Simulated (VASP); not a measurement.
Here is a VASP 6.6.1 calculation.

File INCAR:

```
  ALGO = Normal
  EDIFF = 1E-6
  ENCUT = 520
  ISIF = 2
  ISMEAR = 0
  LASPH = T
  LCHARG = F
  LREAL = F
  LWAVE = F
  NBANDS = 31
  NELM = 100
  PREC = Accurate
  SIGMA = 0.02
```

Contents of KPOINTS:

```
k-points
0
Gamma
  6 6 8
```

File POSCAR:

```
HfO2
1.0
    4.7888991402      0.0000000000      0.0000000000
    0.0000000000      4.7888991402      0.0000000000
    0.0000000000      0.0000000000      2.9946695226
Hf O
2 4
Direct
    0.0000000000      0.0000000000      0.0000000000
    0.5000000000      0.5000000000      0.5000000000
    0.1996990564      0.8003009436      0.5000000000
    0.3003009436      0.3003009436      0.0000000000
    0.6996990564      0.6996990564      0.0000000000
    0.8003009436      0.1996990564      0.5000000000
```

Potentials or basis: VASP PAW LDA potentials, release 64 (Hf_pv, O).

Command:

```console
$ cat potpaw_LDA.64/Hf_pv/POTCAR potpaw_LDA.64/O/POTCAR > POTCAR
$ mpirun -np 1 vasp_std > vasp.out
```

Problem. Predict the band gap on the k mesh.

Solution. 3.68 eV.

Problem. What does it give for the largest force?

Solution. 0.053 eV/Å.

Problem. What does it give for the pressure?

Solution. 17.1 GPa.

Stress tensor (GPa, compression positive):
```
 9.34  0.00  0.00
 0.00  9.34  0.00
 0.00  0.00 32.54
```

Caveat: the cell differs from its parent crystal (strain along c alone, the other axes held: -6.0 %, then relaxed in part); the stress differs along the axes, from 9 to 33 GPa; spin-orbit coupling is left out, which moves the levels of the heavy elements. A k mesh can miss the band edges.
